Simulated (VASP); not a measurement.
# RuF2 in VASP: a series of runs, part 2 of 2

VASP 6.6.1. Earlier steps stand in the parts before.

### 3 Single point, PBEsol (12.54 Å³/atom)

This run uses another cell than the first one, of 12.54 Å³/atom.

File INCAR:

```
PREC = Accurate
ENCUT = 520
EDIFF = 1E-6
ISMEAR = 0
SIGMA = 0.05
LREAL = False
LASPH = True
NELM = 80
ALGO = Normal
ISIF = 2
LWAVE = False
LCHARG = False
GGA = PS
NBANDS = 21
```

File KPOINTS:

```
regular mesh
0
Gamma
  12 12 8
```

File POSCAR:

```
RuF2
1.0
    2.7880828470     -1.6096999386      0.0009610928
    2.7880828470      1.6096999386      0.0009610928
   -0.0013640867      0.0000000000      4.1916095652
Ru F
1 2
Direct
    0.0000000000      0.0000000000      0.0000000000
    0.6666634871      0.6666634871      0.2276422362
    0.3333365129      0.3333365129      0.7723577638
```

Potentials or basis: VASP PAW PBE potentials, release 64 (Ru_pv, F).

Command:

```console
cat potpaw_PBE.64/Ru_pv/POTCAR potpaw_PBE.64/F/POTCAR > POTCAR
mpirun -np 1 vasp_std > vasp.out
```

OUTCAR:

```text
PREC = Accurate
   ENCUT = 520
   EDIFF = 1E-6
   ISMEAR = 0
   LREAL = False
   LASPH = True
   NELM = 80
   ISIF = 2
   GGA = PS

 ion  position               nearest neighbor table
   1  0.000  0.000  0.000-   2 2.09   3 2.09   2 2.09   2 2.09   3 2.09   3 2.09
   2  0.667  0.667  0.228-   1 2.09   1 2.09   1 2.09
   3  0.333  0.333  0.772-   1 2.09   1 2.09   1 2.09

  LATTYP: Found a simple monoclinic cell.
 ALAT       =     3.2193998772
 B/A-ratio  =     1.3019848254
 C/A-ratio  =     1.7320509526
 COS(beta)  =    -0.8660253313

  Lattice vectors:

 A1 = (   0.0000000000,  -3.2193998772,   0.0000000000)
 A2 = (  -0.0013640867,   0.0000000000,   4.1916095652)
 A3 = (  -2.7880828470,   4.8290998158,  -0.0009610928)

Analysis of symmetry for initial positions (statically):
=====================================================================
 Subroutine PRICEL returns:
 Original cell was already a primitive cell.

 Routine SETGRP: Setting up the symmetry group for a
 simple monoclinic supercell.

 Subroutine GETGRP returns: Found  2 space group operations
 (whereof  2 operations were pure point group operations)
 out of a pool of  4 trial point group operations.

The static configuration has the point symmetry S_2 .

Analysis of symmetry for dynamics (positions and initial velocities):
=====================================================================
 Subroutine PRICEL returns:
 Original cell was already a primitive cell.

 Routine SETGRP: Setting up the symmetry group for a
 simple monoclinic supercell.

 Subroutine GETGRP returns: Found  2 space group operations
 (whereof  2 operations were pure point group operations)
 out of a pool of  4 trial point group operations.

The dynamic configuration has the point symmetry S_2 .

 Subroutine INISYM returns: Found  2 space group operations
 (whereof  2 operations are pure point group operations),
 and found     1 'primitive' translations

----------------------------------------------------------------------------------------

                                     Primitive cell

  volume of cell :      37.6237

  direct lattice vectors                    reciprocal lattice vectors
     2.788082847 -1.609699939  0.000961093     0.179334680 -0.310616897  0.000058361
     2.788082847  1.609699939  0.000961093     0.179334680  0.310616897  0.000058361
    -0.001364087  0.000000000  4.191609565    -0.000082239  0.000000000  0.238571812

  length of vectors
     3.219400686  3.219400686  4.191609787     0.358669468  0.358669468  0.238571826

  position of ions in fractional coordinates (direct lattice)
     0.000000000  0.000000000  0.000000000
     0.666663487  0.666663487  0.227642236
     0.333336513  0.333336513  0.772357764

  ion indices of the primitive-cell ions
   primitive index   ion index
                 1           1
                 2           2
                 3           3

----------------------------------------------------------------------------------------

 KPOINTS: regular mesh

Automatic generation of k-mesh.
 Grid dimensions read from file:
 generate k-points for:   12   12    8

 Generating k-lattice:

  Cartesian coordinates                     Fractional coordinates (reciprocal lattice)
     0.014944557 -0.025884741  0.000004863     0.083333333 -0.000000000  0.000000000
     0.014944557  0.025884741  0.000004863    -0.000000000  0.083333333  0.000000000
    -0.000010280  0.000000000  0.029821476     0.000000000  0.000000000  0.125000000

  Length of vectors
     0.029889122  0.029889122  0.029821478

  Shift w.r.t. Gamma in fractional coordinates (k-lattice)
     0.000000000  0.000000000  0.000000000

 Subroutine IBZKPT returns following result:
 ===========================================

 Found    580 irreducible k-points:

 Following reciprocal coordinates:
            Coordinates               Weight
  0.000000  0.000000  0.000000      1.000000
  0.083333  0.000000  0.000000      2.000000
  0.083333  0.083333  0.000000      2.000000
  0.000000  0.083333  0.000000      2.000000
  0.166667  0.000000 -0.000000      2.000000
  0.166667  0.166667 -0.000000      2.000000
[... 16 lines left out ...]
  0.250000  0.083333  0.000000      2.000000
  0.166667  0.250000  0.000000      2.000000
 [... further k-points ...]
   k-points           NKPTS =    580   k-points in BZ     NKDIM =    580   number of bands    NBANDS=     21
   number of dos      NEDOS =    301   number of ions     NIONS =      3
   total plane-waves  NPLWV =  18432
   dimension x,y,z NGX =    24 NGY =   24 NGZ =   32
   dimension x,y,z NGXF=    48 NGYF=   48 NGZF=   64
   ions per type =               1   2
   NGX,Y,Z   is equivalent  to a cutoff of  12.39, 12.39, 12.69 a.u.
   NGXF,Y,Z  is equivalent  to a cutoff of  24.79, 24.79, 25.38 a.u.
 SYSTEM =  unknown system
   PREC   = accura    normal or accurate (medium, high low for compatibility)
   ISTART =      0    job   : 0-new  1-cont  2-samecut
   ICHARG =      2    charge: 1-file 2-atom 10-const
   ISPIN  =      1    spin polarized calculation?
   LNONCOLLINEAR =      F non collinear calculations
   LSORBIT =      F    spin-orbit coupling
   LASPH  =      T    aspherical Exc in radial PAW
   ENCUT  =  520.0 eV  38.22 Ry    6.18 a.u.   5.99  5.99  7.79*2*pi/ulx,y,z
   NELM   =     80;   NELMIN=  2; NELMDL= -5     # of ELM steps
   EDIFF  = 0.1E-05   stopping-criterion for ELM
   LREAL  =      F    real-space projection
   EDIFFG = 0.1E-04   stopping-criterion for IOM
   NSW    =      0    number of steps for IOM
   IBRION =     -1    ionic relax: 0-MD 1-quasi-New 2-CG
   NFREE  =      0    steps in history (QN), initial steepest desc. (CG)
   ISIF   =      2    stress and relaxation
   ISYM   =      2    0-nonsym 1-usesym 2-fastsym
   POTIM  = 0.5000    time-step for ionic-motion
   TEBEG  =    0.0;   TEEND  =   0.0 temperature during run
   PSTRESS=    0.0 pullay stress
   NELECT =      28.0000    total number of electrons
   NUPDOWN=      -1.0000    fix difference up-down
   EMIN   =  10.00;   EMAX   =-10.00  energy-range for DOS
   EFERMI =   0.00;   METHOD = LEGACY
   ISMEAR =     0;   SIGMA  =   0.05  broadening in eV -4-tet -1-fermi 0-gaus
   EFERMI_NEDOS =   21; number of points for ismear=-14 and -15
   IALGO  =     38    algorithm
   IMIX   =      4    mixing-type and parameters
     AMIX     =   0.40;   BMIX     =  1.00
     AMIX_MAG =   1.60;   BMIX_MAG =  1.00
  volume/ion in A,a.u.               =      12.54        84.63
  Fermi-wavevector in a.u.,A,eV,Ry     =   1.483567  2.803534 29.946009  2.200970
  Thomas-Fermi vector in A             =   2.597212
   LORBIT       =      0    0 simple, 1 ext, 2 COOP (PROOUT), +10 PAW based schemes
   GGA     = PS    functional components
   LHFCALC =     F    Hartree Fock is set to
   AEXX    =    0.0000 exact exchange contribution
   IVDW    =     0    specifies the selected vdW correction
   LEPSILON=     F    determine dielectric tensor
   LRPA    =     F    only Hartree local field effects (RPA)
 non-spin polarized calculation
 Gauss-broadening in eV      SIGMA  =   0.05
  energy-cutoff  :      520.00
  volume of cell :       37.62
 maximum number of plane-waves:      1029
   NGX = 11   NGY = 11   NGZ = 15

 number of electron      28.0000016 magnetization

 Free energy of the ion-electron system (eV)
  ---------------------------------------------------
  ext. energy  EPLUGINS =         0.00000000
  ---------------------------------------------------
  free energy    TOTEN  =       -16.32174933 eV

  energy without entropy =      -16.32174933  energy(sigma->0) =      -16.32174933

 E-fermi :   5.6262     XC(G=0): -10.9947

 val. band max:        5.3437713036   @ k =  -0.0000  -0.0000   0.5000
 cond. band min:       5.8295167626   @ k =  -0.0000   0.4167   0.3750
 fundamental gap:      0.4857454590
 Fermi energy:         5.6262455894

 k-point     1 :       0.0000    0.0000    0.0000
  band No.  band energies     occupation
      1     -37.4091      2.00000
      2     -37.4091      2.00000
      3     -37.0605      2.00000
      4     -20.7337      2.00000
      5     -19.7835      2.00000
      6      -3.4180      2.00000
[... 550 lines left out ...]
      5     -19.9240      2.00000
      6      -3.1295      2.00000
[... 13 lines left out ...]
     20      17.6774      0.00000
     21      18.3999      0.00000

 [... further k-points ...]

------------------------ aborting loop because EDIFF is reached ----------------------------------------

  FORCE on cell =-STRESS in cart. coord.  units (eV):
  Direction    XX          YY          ZZ          XY          YZ          ZX
  --------------------------------------------------------------------------------------
  -------------------------------------------------------------------------------------
  Total        0.1986622      0.1986162      0.0279739     -0.0000000     -0.0000004      0.0000328
  in kB        8.4598817      8.4579252      1.1912497     -0.0000008     -0.0000154      0.0013973
  external PRESSURE =       6.0363522 kB  Pullay stress =       0.0000000 kB

 VOLUME and BASIS-vectors are now :
 -----------------------------------------------------------------------------
  energy-cutoff  :      520.00
  volume of cell :       37.62
      direct lattice vectors                 reciprocal lattice vectors
     2.788082847 -1.609699939  0.000961093     0.179334680 -0.310616897  0.000058361
     2.788082847  1.609699939  0.000961093     0.179334680  0.310616897  0.000058361
    -0.001364087  0.000000000  4.191609565    -0.000082239  0.000000000  0.238571812

 POSITION                                       TOTAL-FORCE (eV/Angst)
 -----------------------------------------------------------------------------------
      0.00000      0.00000      0.00000         0.000000      0.000000     -0.000000
      3.71712      0.00000      0.95547        -0.000008     -0.000000      0.037234
      1.85769      0.00000      3.23806         0.000008      0.000000     -0.037234
 -----------------------------------------------------------------------------------
    total drift:                                0.000000      0.000000     -0.000000

  FREE ENERGIE OF THE ION-ELECTRON SYSTEM (eV)
  ---------------------------------------------------
  free  energy   TOTEN  =       -16.3217493287 eV

  energy  without entropy=      -16.3217493286  energy(sigma->0) =      -16.32174933
```

stdout:

```text
POSCAR found type information on POSCAR RuF
 POSCAR found :  2 types and       3 ions
 scaLAPACK will be used
 -----------------------------------------------------------------------------
|                                                                             |
|                                                                             |
|     You enforced a specific xc type in the INCAR file but a different       |
[... 26 lines left out ...]
 -----------------------------------------------------------------------------

 LDA part: xc-table for (Slater+PW92), standard interpolation
 POSCAR, INCAR and KPOINTS ok, starting setup
 FFT: planning ... GRIDC
 FFT: planning ... GRID_SOFT
 FFT: planning ... GRID
 WAVECAR not read
 entering main loop
```

Run time: 4.9 min. Hardware: 1 thread of AMD EPYC 7R13 (Zen 3), shared host; peak memory 0.45 GiB.

Results:

- Free energy: -16.3217 eV
- Pressure: 0.6 GPa
- Largest force: 0.037 eV/Å
- Band gap on the k mesh: 0.49 eV (least direct gap 0.89 eV)

Forces on the atoms (eV/Å):
```
Ru   0.000  0.000  0.000
F    0.000  0.000  0.037
F    0.000  0.000 -0.037
```

Stress tensor (GPa, compression positive):
```
0.85 0.00 0.00
0.00 0.85 0.00
0.00 0.00 0.12
```

Caveat: semilocal functionals underestimate gaps, and a narrow one can read as zero; the PAW data sets were made with another functional, which shifts forces and pressure a little. A k mesh can miss the band edges.

### 4 Single point, PBEsol

This run uses another cell than the first one, of 12.80 Å³/atom.

File INCAR:

```
ALGO = Normal ; EDIFF = 1E-6
ENCUT = 520 ; GGA = PS
ISIF = 2 ; ISMEAR = 0
LASPH = True ; LCHARG = False
LREAL = False ; LWAVE = False
NBANDS = 21 ; NELM = 100
PREC = Accurate ; SIGMA = 0.05
```

File KPOINTS:

```
k-points
0
Gamma
  12 12 8
```

File POSCAR:

```
RuF2
1.0
    2.7897613188     -1.6106721472      0.0009761965
    2.7897613188      1.6106721472      0.0009761965
   -0.0013699124      0.0000000000      4.2719990961
Ru F
1 2
Direct
    0.0000000000      0.0000000000      0.0000000000
    0.6666616947      0.6666616947      0.2235971744
    0.3333383053      0.3333383053      0.7764028256
```

Command:

```console
cat potpaw_PBE.64/Ru_pv/POTCAR potpaw_PBE.64/F/POTCAR > POTCAR
mpirun -np 1 vasp_std > vasp.out
```

Wall time 4 min (1 thread of AMD EPYC 7R13 (Zen 3), shared host); peak memory 0.45 GiB.

The run converged. Its results:

```
Free energy            : -16.3228 eV
Pressure               : 0.2 GPa
Largest force          : 0.034 eV/Å
Band gap on the k mesh : 0.50 eV (least direct gap 0.90 eV)
```

Forces on the atoms (eV/Å):
```
Ru   0.000  0.000  0.000
F    0.000  0.000  0.034
F    0.000  0.000 -0.034
```

Stress tensor (GPa, compression positive):
```
 0.37  0.00  0.00
 0.00  0.37  0.00
 0.00  0.00 -0.17
```

Levels at points of the mesh, in eV from the valence-band top:
| k point | band 10 | band 11 | band 12 | band 13 | band 14 | band 15 | band 16 | band 17 | band 18 | band 19 |
| --- | --- | --- | --- | --- | --- | --- | --- | --- | --- | --- |
| (0.00, 0.00, 0.00) | -6.46 | -5.80 | -1.17 | -1.17 | -0.23 | 1.55 | 1.55 | 1.65 | 7.22 | 11.57 |
| (0.50, 0.00, 0.00) | -7.02 | -6.71 | -1.27 | -0.72 | -0.40 | 0.66 | 1.59 | 6.76 | 7.67 | 11.57 |
| (0.00, 0.50, 0.00) | -7.02 | -6.71 | -1.27 | -0.72 | -0.40 | 0.66 | 1.59 | 6.76 | 7.67 | 11.57 |
| (0.50, 0.50, 0.00) | -7.02 | -6.71 | -1.27 | -0.72 | -0.40 | 0.66 | 1.59 | 6.76 | 7.67 | 11.57 |
| (0.00, 0.00, 0.50) | -6.55 | -6.55 | -1.22 | -1.22 | 0.00 | 1.63 | 1.63 | 3.84 | 4.45 | 11.57 |
| (0.50, 0.00, 0.50) | -6.78 | -6.16 | -1.04 | -0.47 | -0.42 | 0.56 | 1.56 | 7.11 | 8.37 | 9.11 |
| (0.00, 0.50, 0.50) | -6.78 | -6.16 | -1.04 | -0.47 | -0.42 | 0.56 | 1.56 | 7.11 | 8.37 | 9.11 |
| (0.50, 0.50, 0.50) | -6.78 | -6.16 | -1.04 | -0.47 | -0.42 | 0.56 | 1.56 | 7.11 | 8.37 | 9.11 |

Caveat: semilocal functionals underestimate gaps, and a narrow one can read as zero; the PAW data sets were made with another functional, which shifts forces and pressure a little. A k mesh can miss the band edges.

### 5 Single point, PBEsol (atom 1 (Ru) moved 0.05 Å along y)

File INCAR:

```
  PREC = Accurate
  ENCUT = 520
  EDIFF = 1E-6
  ISMEAR = 0
  SIGMA = 0.05
  LREAL = F
  LASPH = T
  NELM = 80
  ALGO = Normal
  ISIF = 2
  LWAVE = F
  LCHARG = F
  GGA = PS
  NBANDS = 21
```

File KPOINTS:

```
regular mesh
0
Gamma
  12 12 8
```

Changes to POSCAR since step 4:

```diff
@@ -8,3 +8,3 @@
 Direct
-    0.0000000000      0.0000000000      0.0000000000
+   -0.0155214704      0.0155214704      0.0000000000
     0.6666616947      0.6666616947      0.2235971744
```

Command:

```console
cat potpaw_PBE.64/Ru_pv/POTCAR potpaw_PBE.64/F/POTCAR > POTCAR
mpirun -np 1 vasp_std > vasp.out
```

Run time: 3.7 min. Hardware: 1 thread of AMD EPYC 7R13 (Zen 3), shared host; peak memory 0.45 GiB.

Results (log left out):

```
Free energy            : -16.3000 eV
Pressure               : 0.6 GPa
Largest force          : 0.913 eV/Å
Band gap on the k mesh : 0.50 eV (least direct gap 0.90 eV)
```

Forces in eV/Å, atoms in the order of the input:
```
Ru   0.000 -0.913  0.000
F    0.022  0.456  0.075
F   -0.022  0.456 -0.075
```

Stress tensor (GPa, compression positive):
```
0.58 0.00 0.17
0.00 0.96 0.00
0.17 0.00 0.15
```

Levels at points of the mesh, in eV from the valence-band top:
```csv
k point,band 11,band 12,band 13,band 14,band 15,band 16,band 17,band 18
"(0.00, 0.00, 0.00)",-5.81,-1.16,-1.15,-0.23,1.55,1.56,1.64,7.23
"(0.50, 0.00, 0.00)",-6.70,-1.26,-0.72,-0.40,0.66,1.59,6.77,7.66
"(0.00, 0.50, 0.00)",-6.70,-1.26,-0.72,-0.40,0.66,1.59,6.77,7.66
"(0.50, 0.50, 0.00)",-6.71,-1.26,-0.72,-0.40,0.65,1.59,6.77,7.66
"(0.00, 0.00, 0.50)",-6.56,-1.21,-1.21,0.00,1.63,1.64,3.83,4.45
"(0.50, 0.00, 0.50)",-6.16,-1.03,-0.47,-0.42,0.56,1.56,7.11,8.36
"(0.00, 0.50, 0.50)",-6.16,-1.03,-0.47,-0.42,0.56,1.56,7.11,8.36
"(0.50, 0.50, 0.50)",-6.16,-1.03,-0.47,-0.42,0.55,1.55,7.12,8.37
```

Caveat: the cell differs from its parent crystal (atom 1 (Ru) moved 0.05 Å along y); semilocal functionals underestimate gaps, and a narrow one can read as zero; the PAW data sets were made with another functional, which shifts forces and pressure a little.

### 6 Overview

| cell | gap on the mesh (eV) | pressure (GPa) | largest force (eV/Å) |
| --- | --- | --- | --- |
| a = 3.221, b = 3.221, c = 4.102 Å, angles 90.0, 90.0, 60.0°, 3 atoms, atomic positions A | 0.45 | 0.9 | 0.03 |
| a = 3.219, b = 3.219, c = 4.192 Å, angles 90.0, 90.0, 60.0°, 3 atoms, atomic positions B | 0.49 | 0.6 | 0.04 |
| a = 3.221, b = 3.221, c = 4.272 Å, angles 90.0, 90.0, 60.0°, 3 atoms, atomic positions C | 0.50 | 0.2 | 0.03 |
| a = 3.221, b = 3.221, c = 4.272 Å, angles 90.0, 90.0, 60.0°, 3 atoms, atomic positions D | 0.50 | 0.6 | 0.91 |

Alike in all rows: task single point; level PBEsol; potentials or basis VASP PAW PBE potentials, release 64 (Ru_pv, F); no spin polarisation; k mesh 12 × 12 × 8; cutoff (eV) 520; smearing gaussian 0.05 eV.

Caveats: semilocal functionals underestimate gaps, and a narrow one can read as zero; the PAW data sets were made with another functional, which shifts forces and pressure a little.

Absolute energies hang on the potentials; compare differences alone.
